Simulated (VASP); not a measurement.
# AlCu (Pm-3m) in VASP: single point with LDA

Aim: the single point of AlCu with LDA.

Program: VASP 6.6.1. These are calculated values, not measurements. Logs are shortened: lines on timing, memory, paths and dates and some standing lists are left out, and cuts for length are marked.

## Step 1: The cell of the first run

The structure is cubic, space group Pm-3m (No. 221). Conventional cell: a = 2.961 Å, b = 2.961 Å, c = 2.961 Å, α = 90.00°, β = 90.00°, γ = 90.00°. Al (site symmetry m-3m) has 8 Cu at 2.56 Å and 6 Al at 2.96 Å within 3.4 Å. Within 3.4 Å of Cu (site symmetry m-3m) lie 8 Al at 2.56 Å and 6 Cu at 2.96 Å.

## Step 2: Single point, LDA

Input file INCAR:

```
PREC = Accurate
ENCUT = 820
EDIFF = 1E-6
ISMEAR = -1
SIGMA = 0.05
LREAL = F
LASPH = T
NELM = 120
ALGO = Normal
ISIF = 2
LWAVE = F
LCHARG = T
GGA = CA
LELF = T
LVHAR = T
NBANDS = 18
GGA_COMPAT = F
```

Input file KPOINTS:

```
Automatic mesh
0
Gamma
  10 10 10
```

Input file POSCAR:

```
AlCu
1.0
    2.9611545136      0.0000000000      0.0000000000
    0.0000000000      2.9611545136      0.0000000000
    0.0000000000      0.0000000000      2.9611545136
Al Cu
1 1
Direct
    0.0000000000      0.0000000000      0.0000000000
    0.5000000000      0.5000000000      0.5000000000
```

Potentials or basis: VASP PAW LDA potentials, release 64 (Al, Cu_sv_GW).

On the command line:

```console
$ cat potpaw_LDA.64/Al/POTCAR potpaw_LDA.64/Cu_sv_GW/POTCAR > POTCAR
$ mpirun -np 1 vasp_std > vasp.out
```

OUTCAR:

```text
PREC = Accurate
   ENCUT = 820
   EDIFF = 1E-6
   ISMEAR = -1
   LREAL = F
   LASPH = T
   NELM = 120
   ISIF = 2
   GGA = CA

 ion  position               nearest neighbor table
   1  0.000  0.000  0.000-   2 2.56   2 2.56   2 2.56   2 2.56   2 2.56   2 2.56   2 2.56   2 2.56

   2  0.500  0.500  0.500-   1 2.56   1 2.56   1 2.56   1 2.56   1 2.56   1 2.56   1 2.56   1 2.56

  LATTYP: Found a simple cubic cell.
 ALAT       =     2.9611545136

  Lattice vectors:

 A1 = (   2.9611545136,   0.0000000000,   0.0000000000)
 A2 = (   0.0000000000,   2.9611545136,   0.0000000000)
 A3 = (   0.0000000000,   0.0000000000,   2.9611545136)

Analysis of symmetry for initial positions (statically):
=====================================================================
 Subroutine PRICEL returns:
 Original cell was already a primitive cell.

 Routine SETGRP: Setting up the symmetry group for a
 simple cubic supercell.

 Subroutine GETGRP returns: Found 48 space group operations
 (whereof 48 operations were pure point group operations)
 out of a pool of 48 trial point group operations.

The static configuration has the point symmetry O_h .

Analysis of symmetry for dynamics (positions and initial velocities):
=====================================================================
 Subroutine PRICEL returns:
 Original cell was already a primitive cell.

 Routine SETGRP: Setting up the symmetry group for a
 simple cubic supercell.

 Subroutine GETGRP returns: Found 48 space group operations
 (whereof 48 operations were pure point group operations)
 out of a pool of 48 trial point group operations.

The dynamic configuration has the point symmetry O_h .

 Subroutine INISYM returns: Found 48 space group operations
 (whereof 48 operations are pure point group operations),
 and found     1 'primitive' translations

----------------------------------------------------------------------------------------

                                     Primitive cell

  volume of cell :      25.9647

  direct lattice vectors                    reciprocal lattice vectors
     2.961154514  0.000000000  0.000000000     0.337706119  0.000000000  0.000000000
     0.000000000  2.961154514  0.000000000     0.000000000  0.337706119  0.000000000
     0.000000000  0.000000000  2.961154514     0.000000000  0.000000000  0.337706119

  length of vectors
     2.961154514  2.961154514  2.961154514     0.337706119  0.337706119  0.337706119
[... 78 lines left out ...]
   LASPH  =      T    aspherical Exc in radial PAW
   ENCUT  =  820.0 eV  60.27 Ry    7.76 a.u.   6.91  6.91  6.91*2*pi/ulx,y,z
   NELM   =    120;   NELMIN=  2; NELMDL= -5     # of ELM steps
   EDIFF  = 0.1E-05   stopping-criterion for ELM
   LREAL  =      F    real-space projection
   EDIFFG = 0.1E-04   stopping-criterion for IOM
   NSW    =      0    number of steps for IOM
   IBRION =     -1    ionic relax: 0-MD 1-quasi-New 2-CG
   NFREE  =      0    steps in history (QN), initial steepest desc. (CG)
   ISIF   =      2    stress and relaxation
   ISYM   =      2    0-nonsym 1-usesym 2-fastsym
   POTIM  = 0.5000    time-step for ionic-motion
   TEBEG  =    0.0;   TEEND  =   0.0 temperature during run
   PSTRESS=    0.0 pullay stress
   NELECT =      22.0000    total number of electrons
   NUPDOWN=      -1.0000    fix difference up-down
   EMIN   =  10.00;   EMAX   =-10.00  energy-range for DOS
   EFERMI =   0.00;   METHOD = LEGACY
   ISMEAR =    -1;   SIGMA  =   0.05  broadening in eV -4-tet -1-fermi 0-gaus
   EFERMI_NEDOS =   21; number of points for ismear=-14 and -15
   IALGO  =     38    algorithm
   IMIX   =      4    mixing-type and parameters
     AMIX     =   0.40;   BMIX     =  1.00
     AMIX_MAG =   1.60;   BMIX_MAG =  1.00
  volume/ion in A,a.u.               =      12.98        87.61
  Fermi-wavevector in a.u.,A,eV,Ry     =   1.549130  2.927432 32.651331  2.399805
  Thomas-Fermi vector in A             =   2.653981
   LORBIT       =      0    0 simple, 1 ext, 2 COOP (PROOUT), +10 PAW based schemes
   GGA     = CA    functional components
   LHFCALC =     F    Hartree Fock is set to
   AEXX    =    0.0000 exact exchange contribution
   IVDW    =     0    specifies the selected vdW correction
   LEPSILON=     F    determine dielectric tensor
   LRPA    =     F    only Hartree local field effects (RPA)
 non-spin polarized calculation
  energy-cutoff  :      820.00
  volume of cell :       25.96
 maximum number of plane-waves:      1406
 NGX is ok and might be reduce to    28
   NGX = 13   NGY = 13   NGZ = 13

 number of electron      21.9999980 magnetization

 Free energy of the ion-electron system (eV)
  ---------------------------------------------------
  ext. energy  EPLUGINS =         0.00000000
  ---------------------------------------------------
  free energy    TOTEN  =        -9.35140778 eV

  energy without entropy =       -9.34281272  energy(sigma->0) =       -9.34711025

 E-fermi :   9.3067     XC(G=0): -12.2447

 val. band max:        9.2983086191   @ k =   0.5000   0.4000   0.1000
 cond. band min:       9.3489605059   @ k =   0.2000   0.2000   0.0000
 fundamental gap:      0.0506518868
 Fermi energy:         9.3066559989

 k-point     1 :       0.0000    0.0000    0.0000
  band No.  band energies     occupation
      1    -103.8015      2.00000
      2     -61.7517      2.00000
      3     -61.7517      2.00000
      4     -61.7517      2.00000
      5      -2.5252      2.00000
      6       4.1475      2.00000
[... 481 lines left out ...]
      5      -0.6659      2.00000
      6       3.9409      2.00000
[... 10 lines left out ...]
     17      20.9731      0.00000
     18      25.0803      0.00000

 [... further k-points ...]

------------------------ aborting loop because EDIFF is reached ----------------------------------------

  FORCE on cell =-STRESS in cart. coord.  units (eV):
  Direction    XX          YY          ZZ          XY          YZ          ZX
  --------------------------------------------------------------------------------------
  -------------------------------------------------------------------------------------
  Total       -0.7448557     -0.7448557     -0.7448557      0.0000000      0.0000000      0.0000000
  in kB      -45.9620625    -45.9620625    -45.9620625      0.0000000      0.0000000      0.0000000
  external PRESSURE =     -45.9620625 kB  Pullay stress =       0.0000000 kB

 VOLUME and BASIS-vectors are now :
 -----------------------------------------------------------------------------
  energy-cutoff  :      820.00
  volume of cell :       25.96
      direct lattice vectors                 reciprocal lattice vectors
     2.961154514  0.000000000  0.000000000     0.337706119  0.000000000  0.000000000
     0.000000000  2.961154514  0.000000000     0.000000000  0.337706119  0.000000000
     0.000000000  0.000000000  2.961154514     0.000000000  0.000000000  0.337706119

 POSITION                                       TOTAL-FORCE (eV/Angst)
 -----------------------------------------------------------------------------------
      0.00000      0.00000      0.00000         0.000000      0.000000      0.000000
      1.48058      1.48058      1.48058         0.000000      0.000000      0.000000
 -----------------------------------------------------------------------------------
    total drift:                                0.000000      0.000000      0.000000

  FREE ENERGIE OF THE ION-ELECTRON SYSTEM (eV)
  ---------------------------------------------------
  free  energy   TOTEN  =        -9.3514077836 eV

  energy  without entropy=       -9.3428127223  energy(sigma->0) =       -9.34711025
```

stdout:

```text
POSCAR found type information on POSCAR AlCu
 POSCAR found :  2 types and       2 ions
 scaLAPACK will be used
 LDA part: xc-table for (Slater(with rela. corr.)+CA(PZ))
 , standard interpolation
 POSCAR, INCAR and KPOINTS ok, starting setup
 FFT: planning ... GRIDC
 FFT: planning ... GRID_SOFT
 FFT: planning ... GRID
 WAVECAR not read
 entering main loop
```

Wall time 41 s (1 thread of Intel Xeon Platinum 8375C at 2.90GHz (Ice Lake), shared host); peak memory 0.2 GiB.

Results:

```
Free energy            : -9.3514 eV
Pressure               : -4.6 GPa
Band gap on the k mesh : zero (bands 11 and 12 overlap by 4.75 eV)
```

Levels at points of the mesh, in eV from the Fermi level:
| k point | band 7 | band 8 | band 9 | band 10 | band 11 | band 12 | band 13 | band 14 | band 15 | band 16 |
| --- | --- | --- | --- | --- | --- | --- | --- | --- | --- | --- |
| (0.00, 0.00, 0.00) | -5.16 | -4.08 | -4.08 | -4.08 | 3.80 | 3.80 | 3.80 | 6.40 | 6.40 | 10.24 |
| (0.50, 0.00, 0.00) | -4.88 | -4.54 | -4.54 | -4.02 | -3.29 | 7.23 | 8.07 | 8.07 | 8.64 | 8.64 |
| (0.50, 0.50, 0.00) | -4.43 | -4.43 | -3.89 | -3.89 | -3.67 | -0.95 | -0.10 | 10.23 | 13.01 | 13.01 |
| (0.50, 0.50, 0.50) | -5.72 | -3.65 | -3.65 | 0.62 | 0.62 | 0.62 | 1.87 | 2.24 | 2.24 | 2.24 |

Caveat: the cell stands under tension.

The gap in the log of VASP goes by the Fermi energy; the results here count the filled bands.